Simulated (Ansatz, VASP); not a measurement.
One calculation of NaCl, two programs

Contents of INCAR:

```
SYSTEM = NaCl
ALGO     = Normal         ! electronic algorithm
EDIFF    = 1E-6           ! SCF threshold, eV
ENCUT    = 520            ! plane-wave cutoff, eV
GGA      = PS             ! functional
ISIF     = 2              ! what is computed and relaxed
ISMEAR   = 0              ! smearing method
LASPH    = .True.         ! aspherical terms in the spheres
LCHARG   = .False.        ! write CHGCAR
LREAL    = .False.        ! projectors in reciprocal space
LWAVE    = .False.        ! write WAVECAR
NBANDS   = 14             ! bands
NELM     = 60             ! most SCF steps
PREC     = Accurate       ! precision mode
SIGMA    = 0.05           ! smearing width, eV
```

KPOINTS

```
k-points
0
Gamma
  8 8 8
  0 0 0
```

Contents of POSCAR:

```
NaCl
1.0
    0.0000000000      2.8317500000      2.8317500000
    2.8317500000      0.0000000000      2.8317500000
    2.8317500000      2.8317500000      0.0000000000
Na Cl
1 1
Direct
    0.0000000000      0.0000000000      0.0000000000
    0.5624266603      0.4375733397      0.5000000000
```

Input for Ansatz:

```yaml
crystal:
  lattice:
    - [0.0, 2.83175, 2.83175]
    - [2.83175, 0.0, 2.83175]
    - [2.83175, 2.83175, 0.0]
  atoms:
    - { symbol: Na, position: [0.0, 0.0, 0.0] }
    - { symbol: Cl, position: [0.5624266603, 0.4375733397, 0.5] }
basis:
  ecutwfc: 420
kpoints:
  mp_grid: { grid: [8, 8, 8] }
hamiltonian:
  xc: pbesol
scf:
  occupations: { method: gaussian, width: 0.05 }
output:
  forces: true
  stress: true
  eigenvalues: true
```

Change from the starting cell: all Cl atoms moved -0.250 Å, as atom 2 along Cartesian [1 -1 0].

Alike in both runs: task single point; functional PBEsol; k mesh 8 × 8 × 8; occupations gaussian, width 0.05 eV; no spin polarisation.

|  | VASP | Ansatz |
| --- | --- | --- |
| version | VASP 6.6.1 | Ansatz 0.2.0 |
| potentials or method | VASP PAW PBE potentials, release 64 (Na_pv, Cl), cutoff 520 eV | scalar-relativistic, plane waves, PAW |
| valence electrons in the cell | 14 | 16 |

VASP gave:

* gap on the k mesh at the Fermi level (eV): 4.90
* least direct gap on the mesh (eV): 4.90
* pressure (GPa): -0.1
* traceless stress, the component that is largest in VASP (GPa): -0.76
* rms of the force components (eV/Å): 0.189

Question: Which values does Ansatz return?

Answer: gap on the k mesh at the Fermi level (eV): 4.90; least direct gap on the mesh (eV): 4.90; pressure (GPa): -0.2; traceless stress, the component that is largest in VASP (GPa): -0.75; rms of the force components (eV/Å): 0.185.

VASP's potentials were made for PBE, not for PBEsol. Atom by atom the forces differ by 0.004 eV/Å (rms over components). VASP's potentials hold 14 valence electrons a cell and Ansatz's 16, so a difference there can come from the potentials and not from the codes.
